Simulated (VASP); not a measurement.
# Al (I4/mmm) in VASP: further runs

The runs below take Al through single point, with r2SCAN.

Program: VASP 6.6.1. These are calculated values, not measurements. Logs are shortened: lines on timing, memory, paths and dates and some standing lists are left out, and cuts for length are marked.

### 1 The cell of the first run

Symmetry: I4/mmm, No. 139, tetragonal system. Conventional cell: a = 3.103 Å, b = 3.103 Å, c = 3.023 Å, α = 90.00°, β = 90.00°, γ = 90.00°. Within 3.5 Å of Al (site symmetry 4/mmm) lie 14 Al at 2.66 to 3.10 Å.

### 2 Single point, r2SCAN (strain -0.025 along x and y, -0.050 along z)

The input, POSCAR:

```
Al
1.0
   -1.5514382228      1.5514382228      1.5116577555
    1.5514382228     -1.5514382228      1.5116577555
    1.5514382228      1.5514382228     -1.5116577555
Al
1
Direct
    0.0000000000      0.0000000000      0.0000000000
```

The input, INCAR.step1:

```
SYSTEM = Al
PREC     = Accurate       ! precision mode
ENCUT    = 520            ! plane-wave cutoff, eV
ISMEAR   = 0              ! smearing method
SIGMA    = 0.15           ! smearing width, eV
LREAL    = .False.        ! projectors in reciprocal space
LASPH    = .True.         ! aspherical terms in the spheres
NELM     = 100            ! most SCF steps
NBANDS   = 8              ! bands
GGA      = PE             ! functional
ALGO     = Normal         ! electronic algorithm
EDIFF    = 1E-4           ! SCF threshold, eV
LWAVE    = .True.         ! write WAVECAR
LCHARG   = .False.        ! write CHGCAR
```

The input, INCAR.step2:

```
SYSTEM = Al
PREC     = Accurate       ! precision mode
ENCUT    = 520            ! plane-wave cutoff, eV
EDIFF    = 1E-6           ! SCF threshold, eV
ISMEAR   = 0              ! smearing method
SIGMA    = 0.15           ! smearing width, eV
LREAL    = .False.        ! projectors in reciprocal space
LASPH    = .True.         ! aspherical terms in the spheres
NELM     = 100            ! most SCF steps
ALGO     = Normal         ! electronic algorithm
ISIF     = 2              ! what is computed and relaxed
LWAVE    = .False.        ! write WAVECAR
LCHARG   = .True.         ! write CHGCAR
METAGGA  = R2SCAN         ! meta-GGA
LMIXTAU  = .True.       
LELF     = .True.         ! ELF
LVHAR    = .True.       
NBANDS   = 8              ! bands
ISTART   = 1
```

The input, KPOINTS:

```
Automatic mesh
0
Gamma
  20 20 20
  0 0 0
```

Potentials or basis: VASP PAW PBE potentials, release 64 (Al).

Launch:

```sh
$ cat potpaw_PBE.64/Al/POTCAR > POTCAR
$ cp INCAR.step1 INCAR
$ mpirun -np 1 vasp_std > vasp.out
$ cp INCAR.step2 INCAR
$ mpirun -np 1 vasp_std > vasp.out
```

OUTCAR:

```text
SYSTEM = Al
   PREC = Accurate
   ENCUT = 520
   EDIFF = 1E-6
   ISMEAR = 0
   LREAL = .False.
   LASPH = .True.
   NELM = 100
   ISIF = 2
   METAGGA = R2SCAN
   ISTART = 1

 ion  position               nearest neighbor table
   1  0.000  0.000  0.000-

  LATTYP: Found a body centered tetragonal cell.
 ALAT       =     3.1028764456
 C/A-ratio  =     0.9743589743

  Lattice vectors:

 A1 = (  -1.5514382228,   1.5514382228,   1.5116577555)
 A2 = (   1.5514382228,  -1.5514382228,   1.5116577555)
 A3 = (   1.5514382228,   1.5514382228,  -1.5116577555)

Analysis of symmetry for initial positions (statically):
=====================================================================
 Subroutine PRICEL returns:
 Original cell was already a primitive cell.

 Routine SETGRP: Setting up the symmetry group for a
 body centered tetragonal supercell.

 Subroutine GETGRP returns: Found 16 space group operations
 (whereof 16 operations were pure point group operations)
 out of a pool of 16 trial point group operations.

The static configuration has the point symmetry D_4h.

Analysis of symmetry for dynamics (positions and initial velocities):
=====================================================================
 Subroutine PRICEL returns:
 Original cell was already a primitive cell.

 Routine SETGRP: Setting up the symmetry group for a
 body centered tetragonal supercell.

 Subroutine GETGRP returns: Found 16 space group operations
 (whereof 16 operations were pure point group operations)
 out of a pool of 16 trial point group operations.

The dynamic configuration has the point symmetry D_4h.

 Subroutine INISYM returns: Found 16 space group operations
 (whereof 16 operations are pure point group operations),
 and found     1 'primitive' translations

----------------------------------------------------------------------------------------

                                     Primitive cell

  volume of cell :      14.5540

  direct lattice vectors                    reciprocal lattice vectors
    -1.551438223  1.551438223  1.511657755     0.000000000  0.322281605  0.330762700
     1.551438223 -1.551438223  1.511657755     0.322281605  0.000000000  0.330762700
     1.551438223  1.551438223 -1.511657755     0.322281605  0.322281605  0.000000000

  length of vectors
     2.664400549  2.664400549  2.664400549     0.461810996  0.461810996  0.455775016

  position of ions in fractional coordinates (direct lattice)
     0.000000000  0.000000000  0.000000000

  ion indices of the primitive-cell ions
   primitive index   ion index
                 1           1

----------------------------------------------------------------------------------------

 KPOINTS: Automatic mesh

Automatic generation of k-mesh.
 Grid dimensions read from file:
 generate k-points for:   20   20   20

 Generating k-lattice:

  Cartesian coordinates                     Fractional coordinates (reciprocal lattice)
     0.000000000  0.016114080  0.016538135     0.050000000  0.000000000  0.000000000
     0.016114080  0.000000000  0.016538135     0.000000000  0.050000000  0.000000000
     0.016114080  0.016114080  0.000000000     0.000000000  0.000000000  0.050000000

  Length of vectors
     0.023090550  0.023090550  0.022788751

  Shift w.r.t. Gamma in fractional coordinates (k-lattice)
     0.000000000  0.000000000  0.000000000

 Subroutine IBZKPT returns following result:
 ===========================================

 Found    641 irreducible k-points:

 Following reciprocal coordinates:
            Coordinates               Weight
  0.000000  0.000000  0.000000      1.000000
  0.050000  0.000000 -0.000000      8.000000
  0.100000  0.000000 -0.000000      8.000000
  0.150000  0.000000 -0.000000      8.000000
  0.200000  0.000000 -0.000000      8.000000
  0.250000  0.000000  0.000000      8.000000
[... 16 lines left out ...]
 -0.400000  0.050000  0.000000     16.000000
 -0.350000  0.050000  0.000000     16.000000
 [... further k-points ...]
   k-points           NKPTS =    641   k-points in BZ     NKDIM =    641   number of bands    NBANDS=      8
   number of dos      NEDOS =    301   number of ions     NIONS =      1
   total plane-waves  NPLWV =   8000
   dimension x,y,z NGX =    20 NGY =   20 NGZ =   20
   dimension x,y,z NGXF=    40 NGYF=   40 NGZF=   40
   ions per type =               1
   NGX,Y,Z   is equivalent  to a cutoff of  12.48, 12.48, 12.48 a.u.
   NGXF,Y,Z  is equivalent  to a cutoff of  24.96, 24.96, 24.96 a.u.
 SYSTEM =  Al
   PREC   = accura    normal or accurate (medium, high low for compatibility)
   ISTART =      1    job   : 0-new  1-cont  2-samecut
   ICHARG =      0    charge: 1-file 2-atom 10-const
   ISPIN  =      1    spin polarized calculation?
   LNONCOLLINEAR =      F non collinear calculations
   LSORBIT =      F    spin-orbit coupling
   LASPH  =      T    aspherical Exc in radial PAW
   ENCUT  =  520.0 eV  38.22 Ry    6.18 a.u.   4.95  4.95  4.95*2*pi/ulx,y,z
   NELM   =    100;   NELMIN=  2; NELMDL=  0     # of ELM steps
   EDIFF  = 0.1E-05   stopping-criterion for ELM
   LREAL  =      F    real-space projection
   EDIFFG = 0.1E-04   stopping-criterion for IOM
   NSW    =      0    number of steps for IOM
   IBRION =     -1    ionic relax: 0-MD 1-quasi-New 2-CG
   NFREE  =      0    steps in history (QN), initial steepest desc. (CG)
   ISIF   =      2    stress and relaxation
   ISYM   =      2    0-nonsym 1-usesym 2-fastsym
   POTIM  = 0.5000    time-step for ionic-motion
   TEBEG  =    0.0;   TEEND  =   0.0 temperature during run
   PSTRESS=    0.0 pullay stress
   NELECT =       3.0000    total number of electrons
   NUPDOWN=      -1.0000    fix difference up-down
   EMIN   =  10.00;   EMAX   =-10.00  energy-range for DOS
   EFERMI =   0.00;   METHOD = LEGACY
   ISMEAR =     0;   SIGMA  =   0.15  broadening in eV -4-tet -1-fermi 0-gaus
   EFERMI_NEDOS =   21; number of points for ismear=-14 and -15
   IALGO  =     38    algorithm
   IMIX   =      4    mixing-type and parameters
     AMIX     =   0.40;   BMIX     =  1.00
     AMIX_MAG =   1.60;   BMIX_MAG =  1.00
  volume/ion in A,a.u.               =      14.55        98.22
  Fermi-wavevector in a.u.,A,eV,Ry     =   0.967062  1.827483 12.724297  0.935209
  Thomas-Fermi vector in A             =   2.096916
   LORBIT       =      0    0 simple, 1 ext, 2 COOP (PROOUT), +10 PAW based schemes
   METAGGA = R2SCAN    functional components
   LHFCALC =     F    Hartree Fock is set to
   AEXX    =    0.0000 exact exchange contribution
   IVDW    =     0    specifies the selected vdW correction
   LEPSILON=     F    determine dielectric tensor
   LRPA    =     F    only Hartree local field effects (RPA)
 non-spin polarized calculation
 Gauss-broadening in eV      SIGMA  =   0.15
  energy-cutoff  :      520.00
  volume of cell :       14.55
 maximum number of plane-waves:       408
   NGX =  9   NGY =  9   NGZ =  9

 number of electron       3.0000000 magnetization

 Free energy of the ion-electron system (eV)
  ---------------------------------------------------
  ext. energy  EPLUGINS =         0.00000000
  ---------------------------------------------------
  free energy    TOTEN  =        -6.57875875 eV

  energy without entropy =       -6.57410768  energy(sigma->0) =       -6.57643322

 E-fermi :   9.4109     XC(G=0): -11.3898

 val. band max:        9.4093446210   @ k =   0.4000   0.3000   0.0000
 cond. band min:       9.4164034245   @ k =  -0.2500  -0.3500   0.1500
 fundamental gap:      0.0070588035
 Fermi energy:         9.4109212087

 k-point     1 :       0.0000    0.0000    0.0000
  band No.  band energies     occupation
      1      -3.3705      2.00000
      2      23.7814      0.00000
      3      24.4976      0.00000
      4      24.4976      0.00000
      5      27.2161      0.00000
      6      27.2161      0.00000
      7      27.2619      0.00000
      8      27.6429      0.00000

 k-point     2 :       0.0500    0.0000   -0.0000
  band No.  band energies     occupation
      1      -3.2868      2.00000
      2      23.4028      0.00000
      3      23.5945      0.00000
      4      24.0851      0.00000
      5      26.2396      0.00000
      6      27.1565      0.00000
      7      27.6240      0.00000
      8      27.7584      0.00000

 k-point     3 :       0.1000    0.0000   -0.0000
  band No.  band energies     occupation
      1      -3.0362      2.00000
      2      21.5230      0.00000
      3      22.6004      0.00000
      4      23.2166      0.00000
      5      25.1717      0.00000
      6      26.3503      0.00000
      7      27.9714      0.00000
      8      28.6741      0.00000

 k-point     4 :       0.1500    0.0000   -0.0000
  band No.  band energies     occupation
      1      -2.6197      2.00000
      2      19.1470      0.00000
      3      21.7146      0.00000
      4      22.2781      0.00000
      5      24.1733      0.00000
      6      25.6481      0.00000
      7      28.4831      0.00000
      8      29.0736      0.00000

 k-point     5 :       0.2000    0.0000   -0.0000
  band No.  band energies     occupation
      1      -2.0388      2.00000
      2      16.7680      0.00000
      3      20.8591      0.00000
      4      21.4248      0.00000
      5      23.2768      0.00000
      6      24.9923      0.00000
      7      29.0910      0.00000
      8      29.5812      0.00000

 k-point     6 :       0.2500    0.0000    0.0000
  band No.  band energies     occupation
      1      -1.2961      2.00000
      2      14.4701      0.00000
      3      20.0813      0.00000
      4      20.7052      0.00000
      5      22.5057      0.00000
      6      24.3802      0.00000
      7      29.7573      0.00000
      8      30.2665      0.00000

 k-point     7 :       0.3000    0.0000   -0.0000
  band No.  band energies     occupation
      1      -0.3944      2.00000
      2      12.2838      0.00000
      3      19.4149      0.00000
      4      20.1244      0.00000
      5      21.8702      0.00000
      6      23.8357      0.00000
      7      30.4638      0.00000
      8      31.1492      0.00000
[... 133 lines left out ...]
 k-point    20 :       0.4500    0.0500   -0.0000
  band No.  band energies     occupation
      1       3.9269      2.00000
      2       5.8136      2.00000
      3      17.2070      0.00000
      4      19.0421      0.00000
      5      21.2605      0.00000
      6      23.5221      0.00000
      7      32.2967      0.00000
      8      34.7900      0.00000

 k-point    21 :       0.5000    0.0500   -0.0000
  band No.  band energies     occupation
      1       3.8949      2.00000
      2       5.8492      2.00000
      3      17.1785      0.00000
      4      19.0740      0.00000
      5      21.2369      0.00000
      6      23.5536      0.00000
      7      32.6825      0.00000
      8      34.4726      0.00000

 k-point    22 :      -0.4500    0.0500   -0.0000
  band No.  band energies     occupation
      1       2.5572      2.00000
      2       7.4778      2.00000
      3      17.3015      0.00000
      4      19.2384      0.00000
      5      21.3584      0.00000
      6      23.7169      0.00000
      7      32.2133      0.00000
      8      33.8916      0.00000

 k-point    23 :      -0.4000    0.0500    0.0000
  band No.  band energies     occupation
      1       1.2894      2.00000
      2       9.3232      1.59171
      3      17.5744      0.00000
      4      19.5356      0.00000
      5      21.6242      0.00000
      6      24.0066      0.00000
      7      31.3386      0.00000
      8      33.0099      0.00000

 k-point    24 :      -0.3500    0.0500    0.0000
  band No.  band energies     occupation
      1       0.1610      2.00000
      2      11.3146      0.00000
      3      17.9941      0.00000
      4      19.9653      0.00000
      5      22.0318      0.00000
      6      24.4113      0.00000
      7      30.4111      0.00000
      8      32.1060      0.00000

 [... further k-points ...]
[... 5 lines left out ...]
  --------------------------------------------------------------------------------------
  -------------------------------------------------------------------------------------
  Total        1.0215357      1.0215357      0.8839636      0.0000000      0.0000000      0.0000000
  in kB      112.4557594    112.4557594     97.3111359      0.0000000      0.0000000      0.0000000
  external PRESSURE =     107.4075516 kB  Pullay stress =       0.0000000 kB

 VOLUME and BASIS-vectors are now :
 -----------------------------------------------------------------------------
  energy-cutoff  :      520.00
  volume of cell :       14.55
      direct lattice vectors                 reciprocal lattice vectors
    -1.551438223  1.551438223  1.511657755     0.000000000  0.322281605  0.330762700
     1.551438223 -1.551438223  1.511657755     0.322281605  0.000000000  0.330762700
     1.551438223  1.551438223 -1.511657755     0.322281605  0.322281605  0.000000000

 POSITION                                       TOTAL-FORCE (eV/Angst)
 -----------------------------------------------------------------------------------
      0.00000      0.00000      0.00000        -0.000000      0.000000     -0.000000
 -----------------------------------------------------------------------------------
    total drift:                                0.000000      0.000000     -0.000000

  FREE ENERGIE OF THE ION-ELECTRON SYSTEM (eV)
  ---------------------------------------------------
  free  energy   TOTEN  =        -6.5787587478 eV

  energy  without entropy=       -6.5741076842  energy(sigma->0) =       -6.57643322
```

It took 78 s on 1 thread of Intel Xeon 6975P-C (Granite Rapids), shared host; peak memory 0.17 GiB.

What came out:

| Property | Result |
| --- | --- |
| Free energy | -6.5788 eV |
| Pressure | 10.7 GPa |

Levels at points of the mesh, in eV from the Fermi level:
```
           k point  band 1  band 2  band 3  band 4  band 5  band 6
(0.00, 0.00, 0.00)  -12.78   14.37   15.09   15.09   17.81   17.81
(0.50, 0.00, 0.00)   -5.15   -4.08    8.77    9.70   11.33   13.36
(0.50, 0.50, 0.00)   -5.31   -4.34    9.41   10.30   12.06   13.59
(0.50, 0.50, 0.50)    1.97    1.97    2.58    2.83    2.88    8.22
```

Caveat: the cell differs from its parent crystal (strain -0.025 along x and y, -0.050 along z); the PAW data sets were made with another functional, which shifts forces and pressure a little.

### 3 Single point, r2SCAN (strain +0.000 along x and y, -0.050 along z)

The input, POSCAR:

```
Al
1.0
   -1.5912186900      1.5912186900      1.5116577555
    1.5912186900     -1.5912186900      1.5116577555
    1.5912186900      1.5912186900     -1.5116577555
Al
1
Direct
    0.0000000000      0.0000000000      0.0000000000
```

The input, INCAR.step1:

```
PREC = Accurate ; ENCUT = 520
ISMEAR = 0 ; SIGMA = 0.15
LREAL = False ; LASPH = True
NELM = 100 ; NBANDS = 8
GGA = PE ; ALGO = Normal
EDIFF = 1E-4 ; LWAVE = True
LCHARG = False
```

The input, INCAR.step2:

```
PREC = Accurate ; ENCUT = 520
EDIFF = 1E-7 ; ISMEAR = 0
SIGMA = 0.15 ; LREAL = False
LASPH = True ; NELM = 100
ALGO = Normal ; ISIF = 2
LWAVE = False ; LCHARG = False
METAGGA = R2SCAN ; LMIXTAU = True
NBANDS = 8 ; ISTART = 1
```

The input, KPOINTS:

```
Automatic mesh
0
Gamma
  20 20 20
```

Potentials or basis: VASP PAW PBE potentials, release 64 (Al).

Launch:

```sh
$ cat potpaw_PBE.64/Al/POTCAR > POTCAR
$ cp INCAR.step1 INCAR
$ mpirun -np 1 vasp_std > vasp.out
$ cp INCAR.step2 INCAR
$ mpirun -np 1 vasp_std > vasp.out
```

It took 94 s on 1 thread of Intel Xeon 6975P-C (Granite Rapids), shared host; peak memory 0.17 GiB.

The run converged. Its results:

| Item | Value |
| --- | --- |
| Free energy | -6.6178 eV |
| Pressure | 5.0 GPa |

Stress tensor (GPa, compression positive):
```
5.63 0.00 0.00
0.00 5.63 0.00
0.00 0.00 3.64
```

Levels at points of the mesh, in eV from the Fermi level:
```csv
k point,band 1,band 2,band 3,band 4,band 5,band 6
"(0.00, 0.00, 0.00)",-12.41,13.62,15.00,15.00,16.70,16.70
"(0.50, 0.00, 0.00)",-4.91,-3.92,8.46,9.09,10.72,12.77
"(0.50, 0.50, 0.00)",-5.21,-4.45,9.70,10.23,12.14,13.27
"(0.50, 0.50, 0.50)",1.61,1.61,2.51,3.00,3.26,7.63
```

Caveat: the cell differs from its parent crystal (strain +0.000 along x and y, -0.050 along z); the PAW data sets were made with another functional, which shifts forces and pressure a little.

(Continued in part 2 of 2.)
